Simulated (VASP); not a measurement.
Set up this calculation in VASP 6.6.1, as the native input.

| Property | Result |
| --- | --- |
| Task | single point |
| Functional | r2SCAN |
| Potentials or basis | VASP PAW PBE potentials, release 64 (Hf_pv) |
| Cutoff | 520 eV |
| k mesh | 6 × 6 × 4 |
| Occupations | gaussian, width 0.1 eV |
| Spin | no spin polarisation |
| Dipole correction | no |
| Further INCAR settings | ALGO = Normal; EDIFF = 1e-07; NBANDS = 28 |

The system is Hf.

```xyz
4
Lattice="1.5974 -5.3439 0.0000 1.5974 5.3439 0.0000 0.0000 0.0000 5.3575" Properties=species:S:1:pos:R:3 pbc="T T T"
Hf    1.5974    3.8911    5.3575
Hf    1.5974   -1.4528    2.6788
Hf    1.5974   -3.8911    0.0000
Hf    1.5974    1.4528    2.6788
```

One way to write it, as run:

POSCAR

```
Hf
1.0
    1.5973501964     -5.3438935090      0.0000000000
    1.5973501964      5.3438935090      0.0000000000
    0.0000000000      0.0000000000      5.3575422178
Hf
4
Direct
    0.1359296187      0.8640703813      0.9999972916
    0.6359296187      0.3640703813      0.5000027084
    0.8640703813      0.1359296187      0.0000027084
    0.3640703813      0.6359296187      0.4999972916
```

INCAR.step1

```
PREC = Accurate
ENCUT = 520
ISMEAR = 0
SIGMA = 0.1
LREAL = F
LASPH = T
NELM = 80
NBANDS = 28
GGA = PE
ALGO = Normal
EDIFF = 1E-4
LWAVE = T
LCHARG = F
```

INCAR.step2

```
PREC = Accurate
ENCUT = 520
EDIFF = 1E-7
ISMEAR = 0
SIGMA = 0.1
LREAL = F
LASPH = T
NELM = 80
ALGO = Normal
ISIF = 2
LWAVE = F
LCHARG = F
METAGGA = R2SCAN
LMIXTAU = T
NBANDS = 28
ISTART = 1
```

KPOINTS

```
regular mesh
0
Gamma
  6 6 4
```

Potentials or basis: VASP PAW PBE potentials, release 64 (Hf_pv).

The run is started by

```sh
$ cat potpaw_PBE.64/Hf_pv/POTCAR > POTCAR
$ cp INCAR.step1 INCAR
$ mpirun -np 1 vasp_std > vasp.out
$ cp INCAR.step2 INCAR
$ mpirun -np 1 vasp_std > vasp.out
```

It gave:

* Pressure: -0.6 GPa
* Largest force: 0.059 eV/Å
* Band gap on the k mesh: zero (band 20 reaches 5.47 eV, above the bottom of band 21 at 3.86 eV)

Caveat: the PAW data sets were made with another functional, which shifts forces and pressure a little; spin-orbit coupling is left out, which moves the levels of the heavy elements.

Wall time 15 min on 1 thread of AMD EPYC 7R43 64-Core Processor (Zen 3), with other jobs on the host, peak memory 0.26 GiB.
